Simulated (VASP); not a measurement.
Wanted: the native input for a VASP 6.6.1 run.

* Task: single point
* Functional: PBE
* Potentials or basis: VASP PAW PBE potentials, release 64 (Eu)
* Cutoff: 520 eV
* k mesh: 7 × 7 × 7
* Occupations: fermi-dirac, width 0.05 eV
* Spin: collinear spin, ferromagnetic start
* Starting moments: [14.0] μB
* Fixed moment: 14 μB
* Dipole correction: no
* Further INCAR settings: ALGO = Normal; EDIFF = 1e-07; NBANDS = 18

The structure of Eu lies in POSCAR:

```
Eu
1.0
   -2.3030000000      2.3030000000      2.3030000000
    2.3030000000     -2.3030000000      2.3030000000
    2.3030000000      2.3030000000     -2.3030000000
Eu
1
Direct
    0.0000000000      0.0000000000      0.0000000000
```

One way to write it, as run:

INCAR

```
SYSTEM = Eu
PREC = Accurate
ENCUT = 520
EDIFF = 1E-7
ISMEAR = -1
SIGMA = 0.05
LREAL = .False.
LASPH = .True.
NELM = 150
ALGO = Normal
ISIF = 2
LWAVE = .False.
LCHARG = .False.
ISPIN = 2
MAGMOM = 14
LORBIT = 11
NUPDOWN = 14.0
LMAXMIX = 6
GGA = PE
NBANDS = 18
```

KPOINTS

```
Automatic mesh
0
Gamma
  7 7 7
  0 0 0
```

Potentials or basis: VASP PAW PBE potentials, release 64 (Eu).

Command:

```console
$ cat potpaw_PBE.64/Eu/POTCAR > POTCAR
$ mpirun -np 1 vasp_std > vasp.out
```

Results of the run:

```json
{
  "Pressure": "-4.6 GPa",
  "Net moment": "14.00 μB per cell",
  "Site moments": "Eu +11.37 μB",
  "Valence electrons inside the program's atomic spheres": "Eu 14.26"
}
```

Caveat: the total moment is fixed, so each spin has its own Fermi level.

It took 42 s on 1 thread of AMD EPYC 7R13 Processor (Zen 3) (shared host), peak memory 0.18 GiB.
